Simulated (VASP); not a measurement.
**P: single point with PBE**

P:

```
CELL_PARAMETERS angstrom
1.64774 -5.46504 0.00000
1.64774 5.46504 0.00000
0.00000 0.00000 4.54364
ATOMIC_POSITIONS crystal
P 0.90414 0.09586 0.58882
P 0.09586 0.90414 0.41118
P 0.59586 0.40414 0.08882
P 0.40414 0.59586 0.91118
```

```
Program             : VASP 6.6.1
Task                : single point
Functional          : PBE
Potentials or basis : VASP PAW PBE potentials, release 64 (P)
Cutoff              : 520 eV
k mesh              : 3 × 3 × 2
Occupations         : fermi-dirac, width 0.02 eV
Spin                : no spin polarisation
```

The pressure is 2.1 GPa. The largest force is 0.347 eV/Å and the band gap on the k mesh is 0.67 eV, indirect (least direct gap 0.87 eV).

Forces on the atoms (eV/Å):
```
P    0.000 -0.171 -0.302
P    0.000  0.171  0.302
P    0.000  0.171 -0.302
P    0.000 -0.171  0.302
```

Stress tensor (GPa, compression positive):
```
 7.27  0.00  0.00
 0.00 -1.09  0.00
 0.00  0.00  0.07
```

Levels at points of the mesh, in eV from the valence-band top:
| k point | band 8 | band 9 | band 10 | band 11 | band 12 | band 13 |
| --- | --- | --- | --- | --- | --- | --- |
| (0.00, 0.00, 0.00) | -2.48 | -2.25 | -0.91 | 0.88 | 1.33 | 2.21 |
| (0.00, 0.00, 0.50) | -2.95 | -1.35 | -1.35 | 1.74 | 1.74 | 3.22 |

It took 20 s on 1 thread of Intel Xeon 6975P-C (shared host), peak memory 0.22 GiB.

Caveat: the k points lie up to 0.69 Å⁻¹ apart. A k mesh can miss the band edges.
